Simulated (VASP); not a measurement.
# Au: single point with PBE

The system is Au.

```xyz
1
Lattice="0.0000 2.0400 2.0400 2.0400 0.0000 2.0400 2.0400 2.0400 0.0000" Properties=species:S:1:pos:R:3 pbc="T T T"
Au    0.0000    0.0000    0.0000
```

```json
{"Program": "VASP 6.6.1", "Task": "single point", "Functional": "PBE", "Potentials or basis": "VASP PAW PBE potentials, release 64 (Au)", "Cutoff": "520 eV", "k mesh": "18 × 18 × 18", "Occupations": "gaussian, width 0.05 eV", "Spin": "no spin polarisation", "Dipole correction": "no", "Further INCAR settings": "ALGO = Normal; EDIFF = 1e-06; NBANDS = 12"}
```

The pressure is 9.2 GPa.

Levels at points of the mesh, in eV from the Fermi level:
| k point | band 2 | band 3 | band 4 | band 5 | band 6 | band 7 | band 8 | band 9 | band 10 | band 11 |
| --- | --- | --- | --- | --- | --- | --- | --- | --- | --- | --- |
| (0.00, 0.00, 0.00) | -4.69 | -4.69 | -4.69 | -3.17 | -3.17 | 14.54 | 18.56 | 18.56 | 18.56 | 23.47 |
| (0.50, 0.00, 0.00) | -4.73 | -4.73 | -1.96 | -1.96 | -0.96 | 3.11 | 13.99 | 17.18 | 17.18 | 25.00 |
| (0.50, 0.50, 0.00) | -6.76 | -2.00 | -1.63 | -1.63 | 1.03 | 5.82 | 10.04 | 10.04 | 17.27 | 19.88 |

Wall time 48 s on 1 thread of AMD EPYC 7R13, on a shared host, peak memory 0.14 GiB.

Caveat: spin-orbit coupling is left out, which moves the levels of the heavy elements.
